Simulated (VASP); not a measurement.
# Rh (Fm-3m) in VASP: settings compared

Rh is run at these levels: PBE, HSE06; tasks: single point.

All numbers are computed with VASP 6.6.1; they aren't measurements. Logs are shortened: lines on timing, memory, paths and dates and some standing lists are left out, and cuts for length are marked.

## 1. The cell of the first run

It takes space group Fm-3m (No. 225, cubic). Conventional cell: a = 3.830 Å, b = 3.830 Å, c = 3.830 Å, α = 90.00°, β = 90.00°, γ = 90.00°. Within 3.6 Å of Rh (site symmetry m-3m) lie 12 Rh at 2.71 Å.

## 2. Single point, PBE

File INCAR:

```
PREC     = Accurate       # precision mode
ENCUT    = 620            # plane-wave cutoff, eV
EDIFF    = 1E-6           # SCF threshold, eV
ISMEAR   = -1             # smearing method
SIGMA    = 0.1            # smearing width, eV
LREAL    = False          # projectors in reciprocal space
LASPH    = True           # aspherical terms in the spheres
NELM     = 120            # most SCF steps
ALGO     = Normal         # electronic algorithm
ISIF     = 2              # what is computed and relaxed
LWAVE    = False          # write WAVECAR
LCHARG   = False          # write CHGCAR
GGA      = PE             # functional
NBANDS   = 14             # bands
GGA_COMPAT= False
```

File KPOINTS:

```
regular mesh
0
Gamma
  12 12 12
```

File POSCAR:

```
Rh
1.0
    0.0000000000      1.9150000000      1.9150000000
    1.9150000000      0.0000000000      1.9150000000
    1.9150000000      1.9150000000      0.0000000000
Rh
1
Direct
    0.0000000000      0.0000000000      0.0000000000
```

Potentials or basis: VASP PAW PBE potentials, release 64 (Rh_sv_GW).

Run with:

```console
$ cat potpaw_PBE.64/Rh_sv_GW/POTCAR > POTCAR
$ mpirun -np 1 vasp_std > vasp.out
```

OUTCAR:

```text
PREC = Accurate
   ENCUT = 620
   EDIFF = 1E-6
   ISMEAR = -1
   LREAL = False
   LASPH = True
   NELM = 120
   ISIF = 2
   GGA = PE

 ion  position               nearest neighbor table
   1  0.000  0.000  0.000-

  LATTYP: Found a face centered cubic cell.
 ALAT       =     3.8300000000

  Lattice vectors:

 A1 = (   0.0000000000,   1.9150000000,   1.9150000000)
 A2 = (   1.9150000000,   0.0000000000,   1.9150000000)
 A3 = (   1.9150000000,   1.9150000000,   0.0000000000)

Analysis of symmetry for initial positions (statically):
=====================================================================
 Subroutine PRICEL returns:
 Original cell was already a primitive cell.

 Routine SETGRP: Setting up the symmetry group for a
 face centered cubic supercell.

 Subroutine GETGRP returns: Found 48 space group operations
 (whereof 48 operations were pure point group operations)
 out of a pool of 48 trial point group operations.

The static configuration has the point symmetry O_h .

Analysis of symmetry for dynamics (positions and initial velocities):
=====================================================================
 Subroutine PRICEL returns:
 Original cell was already a primitive cell.

 Routine SETGRP: Setting up the symmetry group for a
 face centered cubic supercell.

 Subroutine GETGRP returns: Found 48 space group operations
 (whereof 48 operations were pure point group operations)
 out of a pool of 48 trial point group operations.

The dynamic configuration has the point symmetry O_h .

 Subroutine INISYM returns: Found 48 space group operations
 (whereof 48 operations are pure point group operations),
 and found     1 'primitive' translations

----------------------------------------------------------------------------------------

                                     Primitive cell

  volume of cell :      14.0455

  direct lattice vectors                    reciprocal lattice vectors
     0.000000000  1.915000000  1.915000000    -0.261096606  0.261096606  0.261096606
     1.915000000  0.000000000  1.915000000     0.261096606 -0.261096606  0.261096606
     1.915000000  1.915000000  0.000000000     0.261096606  0.261096606 -0.261096606

  length of vectors
     2.708218972  2.708218972  2.708218972     0.452232587  0.452232587  0.452232587

  position of ions in fractional coordinates (direct lattice)
     0.000000000  0.000000000  0.000000000

  ion indices of the primitive-cell ions
   primitive index   ion index
                 1           1

----------------------------------------------------------------------------------------

 KPOINTS: regular mesh

Automatic generation of k-mesh.
 Grid dimensions read from file:
 generate k-points for:   12   12   12

 Generating k-lattice:

  Cartesian coordinates                     Fractional coordinates (reciprocal lattice)
    -0.021758050  0.021758050  0.021758050     0.083333333  0.000000000  0.000000000
     0.021758050 -0.021758050  0.021758050     0.000000000  0.083333333  0.000000000
     0.021758050  0.021758050 -0.021758050     0.000000000  0.000000000  0.083333333

  Length of vectors
     0.037686049  0.037686049  0.037686049

  Shift w.r.t. Gamma in fractional coordinates (k-lattice)
     0.000000000  0.000000000  0.000000000

 Subroutine IBZKPT returns following result:
 ===========================================

 Found     72 irreducible k-points:

 Following reciprocal coordinates:
            Coordinates               Weight
  0.000000  0.000000  0.000000      1.000000
  0.083333  0.000000  0.000000      8.000000
  0.166667  0.000000  0.000000      8.000000
  0.250000  0.000000  0.000000      8.000000
  0.333333  0.000000  0.000000      8.000000
  0.416667  0.000000  0.000000      8.000000
[... 16 lines left out ...]
  0.500000  0.166667  0.000000     24.000000
 -0.416667  0.166667  0.000000     24.000000
 [... further k-points ...]
   k-points           NKPTS =     72   k-points in BZ     NKDIM =     72   number of bands    NBANDS=     14
   number of dos      NEDOS =    301   number of ions     NIONS =      1
   total plane-waves  NPLWV =  13824
   dimension x,y,z NGX =    24 NGY =   24 NGZ =   24
   dimension x,y,z NGXF=    48 NGYF=   48 NGZF=   48
   ions per type =               1
   NGX,Y,Z   is equivalent  to a cutoff of  14.73, 14.73, 14.73 a.u.
   NGXF,Y,Z  is equivalent  to a cutoff of  29.47, 29.47, 29.47 a.u.
 SYSTEM =  unknown system
   PREC   = accura    normal or accurate (medium, high low for compatibility)
   ISTART =      0    job   : 0-new  1-cont  2-samecut
   ICHARG =      2    charge: 1-file 2-atom 10-const
   ISPIN  =      1    spin polarized calculation?
   LNONCOLLINEAR =      F non collinear calculations
   LSORBIT =      F    spin-orbit coupling
   LASPH  =      T    aspherical Exc in radial PAW
   ENCUT  =  620.0 eV  45.57 Ry    6.75 a.u.   5.50  5.50  5.50*2*pi/ulx,y,z
   NELM   =    120;   NELMIN=  2; NELMDL= -5     # of ELM steps
   EDIFF  = 0.1E-05   stopping-criterion for ELM
   LREAL  =      F    real-space projection
   EDIFFG = 0.1E-04   stopping-criterion for IOM
   NSW    =      0    number of steps for IOM
   IBRION =     -1    ionic relax: 0-MD 1-quasi-New 2-CG
   NFREE  =      0    steps in history (QN), initial steepest desc. (CG)
   ISIF   =      2    stress and relaxation
   ISYM   =      2    0-nonsym 1-usesym 2-fastsym
   POTIM  = 0.5000    time-step for ionic-motion
   TEBEG  =    0.0;   TEEND  =   0.0 temperature during run
   PSTRESS=    0.0 pullay stress
   NELECT =      17.0000    total number of electrons
   NUPDOWN=      -1.0000    fix difference up-down
   EMIN   =  10.00;   EMAX   =-10.00  energy-range for DOS
   EFERMI =   0.00;   METHOD = LEGACY
   ISMEAR =    -1;   SIGMA  =   0.10  broadening in eV -4-tet -1-fermi 0-gaus
   EFERMI_NEDOS =   21; number of points for ismear=-14 and -15
   IALGO  =     38    algorithm
   IMIX   =      4    mixing-type and parameters
     AMIX     =   0.40;   BMIX     =  1.00
     AMIX_MAG =   1.60;   BMIX_MAG =  1.00
  volume/ion in A,a.u.               =      14.05        94.78
  Fermi-wavevector in a.u.,A,eV,Ry     =   1.744666  3.296941 41.414234  3.043860
  Thomas-Fermi vector in A             =   2.816502
   LORBIT       =      0    0 simple, 1 ext, 2 COOP (PROOUT), +10 PAW based schemes
   GGA     = PE    functional components
   LHFCALC =     F    Hartree Fock is set to
   AEXX    =    0.0000 exact exchange contribution
   IVDW    =     0    specifies the selected vdW correction
   LEPSILON=     F    determine dielectric tensor
   LRPA    =     F    only Hartree local field effects (RPA)
 non-spin polarized calculation
  energy-cutoff  :      620.00
  volume of cell :       14.05
 maximum number of plane-waves:       531
 NGX is ok and might be reduce to    24
   NGX = 11   NGY = 11   NGZ = 11

 number of electron      16.9999997 magnetization

 Free energy of the ion-electron system (eV)
  ---------------------------------------------------
  ext. energy  EPLUGINS =         0.00000000
  ---------------------------------------------------
  free energy    TOTEN  =        -6.43170371 eV

  energy without entropy =       -6.38884643  energy(sigma->0) =       -6.41027507

 E-fermi :  10.4933     XC(G=0): -13.9618

 val. band max:       10.4499839064   @ k =  -0.3333   0.3333   0.0000
 cond. band min:      10.5554668253   @ k =   0.3333   0.1667   0.0000
 fundamental gap:      0.1054829189
 Fermi energy:        10.4932998517

 k-point     1 :       0.0000    0.0000    0.0000
  band No.  band energies     occupation
      1     -68.3363      2.00000
      2     -35.8205      2.00000
      3     -35.8205      2.00000
      4     -35.8205      2.00000
      5       2.7074      2.00000
      6       7.5298      2.00000
      7       7.5298      2.00000
      8       7.5298      2.00000
      9       9.5453      1.99985
     10       9.5453      1.99985
     11      26.3220      0.00000
     12      31.5519      0.00000
     13      31.5519      0.00000
     14      31.5519      0.00000

 k-point     2 :       0.0833    0.0000    0.0000
  band No.  band energies     occupation
      1     -68.3294      2.00000
      2     -35.8672      2.00000
      3     -35.8268      2.00000
      4     -35.8268      2.00000
      5       2.9781      2.00000
      6       7.4155      2.00000
      7       7.6324      2.00000
      8       7.6324      2.00000
      9       9.4912      1.99991
     10       9.4912      1.99991
     11      26.6969      0.00000
     12      30.2554      0.00000
     13      31.9413      0.00000
     14      31.9413      0.00000

 k-point     3 :       0.1667    0.0000    0.0000
  band No.  band energies     occupation
      1     -68.3106      2.00000
      2     -35.9944      2.00000
      3     -35.8442      2.00000
      4     -35.8442      2.00000
      5       3.7008      2.00000
      6       7.2106      2.00000
      7       7.8400      2.00000
      8       7.8400      2.00000
      9       9.4465      1.99994
     10       9.4465      1.99994
     11      27.4466      0.00000
     12      28.0058      0.00000
     13      33.0235      0.00000
     14      33.0235      0.00000
[... 324 lines left out ...]
 k-point    23 :       0.5000    0.1667    0.0000
  band No.  band energies     occupation
      1     -68.2250      2.00000
      2     -36.4325      2.00000
      3     -36.0161      2.00000
      4     -35.9541      2.00000
      5       5.2134      2.00000
      6       6.8765      2.00000
      7       8.1946      2.00000
      8       8.2805      2.00000
      9      11.1111      0.00414
     10      13.9926      0.00000
     11      19.4654      0.00000
     12      26.6530      0.00000
     13      29.5944      0.00000
     14      29.9346      0.00000

 k-point    24 :      -0.4167    0.1667    0.0000
  band No.  band energies     occupation
      1     -68.2233      2.00000
      2     -36.4385      2.00000
      3     -36.0385      2.00000
      4     -35.9402      2.00000
      5       5.2778      2.00000
      6       6.8904      2.00000
      7       8.1073      2.00000
      8       8.5145      2.00000
      9      10.7569      0.13370
     10      14.5561      0.00000
     11      19.0473      0.00000
     12      26.3128      0.00000
     13      29.0864      0.00000
     14      30.6714      0.00000

 [... further k-points ...]

------------------------ aborting loop because EDIFF is reached ----------------------------------------

  FORCE on cell =-STRESS in cart. coord.  units (eV):
  Direction    XX          YY          ZZ          XY          YZ          ZX
  --------------------------------------------------------------------------------------
  -------------------------------------------------------------------------------------
  Total       -0.0188707     -0.0188707     -0.0188707      0.0000000      0.0000000     -0.0000000
  in kB       -2.1525961     -2.1525961     -2.1525961      0.0000000      0.0000000     -0.0000000
  external PRESSURE =      -2.1525961 kB  Pullay stress =       0.0000000 kB

 VOLUME and BASIS-vectors are now :
 -----------------------------------------------------------------------------
  energy-cutoff  :      620.00
  volume of cell :       14.05
      direct lattice vectors                 reciprocal lattice vectors
     0.000000000  1.915000000  1.915000000    -0.261096606  0.261096606  0.261096606
     1.915000000  0.000000000  1.915000000     0.261096606 -0.261096606  0.261096606
     1.915000000  1.915000000  0.000000000     0.261096606  0.261096606 -0.261096606

 POSITION                                       TOTAL-FORCE (eV/Angst)
 -----------------------------------------------------------------------------------
      0.00000      0.00000      0.00000         0.000000      0.000000      0.000000
 -----------------------------------------------------------------------------------
    total drift:                                0.000000     -0.000000     -0.000000

  FREE ENERGIE OF THE ION-ELECTRON SYSTEM (eV)
  ---------------------------------------------------
  free  energy   TOTEN  =        -6.4317037120 eV

  energy  without entropy=       -6.3888464288  energy(sigma->0) =       -6.41027507
```

Run time: 21 s. Hardware: 1 thread of AMD EPYC 7R43 (Zen 3), shared host; peak memory 0.13 GiB.

What came out:

- Free energy: -6.4317 eV
- Pressure: -0.2 GPa
- Band gap on the k mesh: zero (an odd number of electrons rules out a gap without spin polarisation)

Levels at points of the mesh, in eV from the Fermi level:
| k point | band 6 | band 7 | band 8 | band 9 | band 10 | band 11 |
| --- | --- | --- | --- | --- | --- | --- |
| (0.00, 0.00, 0.00) | -2.96 | -2.96 | -2.96 | -0.95 | -0.95 | 15.83 |
| (0.50, 0.00, 0.00) | -3.04 | -3.04 | 0.56 | 0.56 | 0.77 | 8.44 |
| (0.50, 0.50, 0.00) | -5.74 | 0.53 | 0.97 | 0.97 | 3.25 | 12.01 |

(Continued in part 2 of 2.)

The gap in the log of VASP goes by the Fermi energy; the results here count the filled bands.